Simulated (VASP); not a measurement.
Pt, 2 atoms in the cell. The structure is hexagonal, space group P6_3/mmc (No. 194). Conventional cell: a = 2.761 Å, b = 2.761 Å, c = 4.792 Å, α = 90.00°, β = 90.00°, γ = 120.00°. Pt (site symmetry -6m2) has 12 Pt at 2.76 to 2.88 Å within 3.6 Å. This isn't the form of Pt at room conditions, which is fcc.

- Program: VASP 6.6.1
- Task: single point
- Functional: HSE06
- Potentials or basis: VASP PAW PBE potentials, release 64 (Pt)
- Cutoff: 520 eV
- k mesh: 6 × 6 × 4
- Occupations: fermi-dirac, width 0.05 eV
- Spin: no spin polarisation
- Dipole correction: no
- Grid for exact exchange (PRECFOCK): Normal
- Further INCAR settings: ALGO = Normal; EDIFF = 1e-07; NBANDS = 17
- Share of exact exchange: 0.25
- Screening parameter: 0.2079 1/Å

Potentials or basis: VASP PAW PBE potentials, release 64 (Pt).

Command:

```bash
$ cat potpaw_PBE.64/Pt/POTCAR > POTCAR
$ cp INCAR.step1 INCAR
$ mpirun -np 1 vasp_std > vasp.out
$ cp INCAR.step2 INCAR
$ mpirun -np 1 vasp_std > vasp.out
```

Hardware: 1 thread of Intel(R) Xeon(R) Platinum 8375C CPU @ 2.90GHz (Ice Lake) (shared host).

Task: Estimate the wall time of this run.

Result: Run time: 78 min on 1 thread of Intel(R) Xeon(R) Platinum 8375C CPU @ 2.90GHz (Ice Lake) (shared host), peak memory 0.27 GiB. Counts: k points 21.
